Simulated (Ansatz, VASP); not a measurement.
**Two plane-wave programs on BeS**

```xyz
2
Lattice="0.0000 2.3856 2.4713 2.3856 0.0000 2.4713 2.3856 2.3856 0.0000" Properties=species:S:1:pos:R:3 pbc="T T T"
Be    0.0000    0.0000    0.0000
S     1.1928    1.1928    1.2357
```

Change from the starting cell: epitaxial_xy strain -2.0%.

Alike in both runs: task single point; functional HSE06; k mesh 6 × 6 × 6; no spin polarisation.

|  | VASP | Ansatz |
| --- | --- | --- |
| version | VASP 6.6.1 | Ansatz 0.2.0 |
| potentials or method | VASP PAW PBE potentials, release 64 (Be, S) | plane waves, PAW |
| plane-wave cutoff (eV) | 520 | 420 |
| occupations | gaussian, width 0.01 eV | fixed |
| valence electrons in the cell | 8 | 8 |

|  | VASP | Ansatz | Ansatz less VASP |
| --- | --- | --- | --- |
| gap on the k mesh at the Fermi level (eV) | 3.85 | 3.86 | +0.009 |
| pressure (GPa) | 1.5 | 1.6 | +0.16 |
| traceless stress, the component that is largest in VASP (GPa) | -2.60 | -2.60 | -0.002 |

Ansatz's warnings: stress exchange threshold loose, stress scf threshold loose.
